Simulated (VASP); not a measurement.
ZnS, 2 atoms in the cell. Symmetry: F-43m, No. 216, cubic system. Conventional cell: a = 5.331 Å, b = 5.331 Å, c = 5.331 Å, α = 90.00°, β = 90.00°, γ = 90.00°. Within 3.1 Å of Zn (site symmetry -43m) lie 4 S at 2.31 Å. S (site symmetry -43m) has 4 Zn at 2.31 Å within 3.1 Å. 

| Property | Result |
| --- | --- |
| Program | VASP 6.6.1 |
| Task | single point |
| Functional | PBE-based screened hybrid with 25 % exact exchange |
| Potentials or basis | VASP PAW PBE potentials, release 64 (Zn, S) |
| Cutoff | 520 eV |
| k mesh | 5 × 5 × 5 |
| Occupations | fermi-dirac, width 0.05 eV |
| Spin | no spin polarisation |
| Dipole correction | no |
| Grid for exact exchange (PRECFOCK) | Normal |
| Share of exact exchange | 0.25 |
| Further INCAR settings | ALGO = Normal; EDIFF = 1e-07; NBANDS = 16 |
| Screening parameter | 0.3 1/Å |

Potentials or basis: VASP PAW PBE potentials, release 64 (Zn, S).

The run is started by

```sh
$ cat potpaw_PBE.64/Zn/POTCAR potpaw_PBE.64/S/POTCAR > POTCAR
$ cp INCAR.step1 INCAR
$ mpirun -np 1 vasp_std > vasp.out
$ cp INCAR.step2 INCAR
$ mpirun -np 1 vasp_std > vasp.out
```

Hardware: 1 thread of AMD EPYC 7R13 Processor (Zen 3), with other jobs on the host.

How long does it take, and how much memory?

Run time: 23 min on 1 thread of AMD EPYC 7R13 Processor (Zen 3) (shared host), peak memory 0.24 GiB. Counts: k points 10.
